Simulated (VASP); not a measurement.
Here is a VASP 6.6.1 calculation.

The input INCAR:

```
ALGO     = Normal         # electronic algorithm
EDIFF    = 1E-7           # SCF threshold, eV
ENCUT    = 520            # plane-wave cutoff, eV
ISIF     = 2              # what is computed and relaxed
ISMEAR   = -1             # smearing method
LASPH    = True           # aspherical terms in the spheres
LCHARG   = True           # write CHGCAR
LELF     = True           # ELF
LREAL    = False          # projectors in reciprocal space
LVHAR    = True         
LWAVE    = False          # write WAVECAR
NBANDS   = 12             # bands
NELM     = 60             # most SCF steps
PREC     = Accurate       # precision mode
SIGMA    = 0.05           # smearing width, eV
```

Contents of KPOINTS:

```
k-points
0
Gamma
  9 9 9
```

POSCAR

```
LiCl
1.0
    0.0000000000      2.4825152243      2.4825152243
    2.4825152243      0.0000000000      2.4825152243
    2.4825152243      2.4825152243      0.0000000000
Cl Li
1 1
Direct
    0.5000000000      0.5000000000      0.5000000000
    0.0000000000      0.0000000000      0.0000000000
```

Potentials or basis: VASP PAW LDA potentials, release 64 (Cl, Li_sv).

Command:

```bash
$ cat potpaw_LDA.64/Cl/POTCAR potpaw_LDA.64/Li_sv/POTCAR > POTCAR
$ mpirun -np 1 vasp_std > vasp.out
```

Problem. What does it give for the band gap on the k mesh?

Solution. 6.56 eV, indirect (least direct gap 6.61 eV).

 Expect the measured gap to be larger: semilocal functionals such as LDA lack the derivative discontinuity.
